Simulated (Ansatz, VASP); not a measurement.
## One calculation of GaAs, two programs

The input INCAR:

```
SYSTEM = GaAs
  PREC = Accurate
  ENCUT = 520
  EDIFF = 1E-8
  ISMEAR = -1
  SIGMA = 0.05
  LREAL = .False.
  LASPH = .True.
  NELM = 60
  ALGO = Normal
  ISIF = 2
  LWAVE = .False.
  LCHARG = .False.
  GGA = PE
  LEFG = .True.
  NBANDS = 16
```

Contents of KPOINTS:

```
Automatic mesh
0
Gamma
  11 11 11
  0 0 0
```

File POSCAR:

```
GaAs
1.0
    0.0000000000      2.7853780701      2.9116555000
    2.7853780701      0.0000000000      2.9116555000
    2.7853780701      2.7853780701      0.0000000000
Ga As
1 1
Direct
    0.0000000000      0.0000000000      0.0000000000
    0.7500000000      0.7500000000      0.7500000000
```

Input for Ansatz:

```yaml
crystal:
  lattice:
    - [0.0, 2.7853780701, 2.9116555]
    - [2.7853780701, 0.0, 2.9116555]
    - [2.7853780701, 2.7853780701, 0.0]
  atoms:
    - { symbol: Ga, position: [0.0, 0.0, 0.0] }
    - { symbol: As, position: [0.75, 0.75, 0.75] }
kpoints:
  mp_grid: { grid: [11, 11, 11] }
scf:
  occupations: { method: fermi_dirac, width: 0.05 }
hamiltonian:
  xc: pbe
  pseudopotentials: { kind: paw }
output:
  forces: true
  stress: true
  eigenvalues: true
  efg: { contact_densities: true }
  write_density: true
  write_potential: true
  elf: true
  volumetric_format: npy
```

Change from the starting cell: z stretched by +3 % at fixed volume, PAW files.

Alike in both runs: task electric field gradients; functional PBE; k mesh 11 × 11 × 11; occupations fermi-dirac, width 0.05 eV; no spin polarisation.

```csv
,VASP,Ansatz
version,VASP 6.6.1,Ansatz 0.2.0
potentials or method,"VASP PAW PBE potentials, release 64 (Ga_d, As)","PAW with Ansatz's default frozen-core files, scalar-relativistic"
plane-wave cutoff (eV),520,420
valence electrons in the cell,18,28
```

```tsv
	VASP	Ansatz	Ansatz less VASP
pressure (GPa)	3.5	3.3	-0.19
traceless stress, the component that is largest in VASP (GPa)	-1.88	-1.89	-0.006
size of Vzz on the site where it differs most (V/Å²)	6.8	7.9	+1.08
```

The functional is the same, so the differences come from potentials, cutoffs and numerics. VASP's potentials hold 18 valence electrons a cell and Ansatz's 28, so a difference there can come from the potentials and not from the codes.
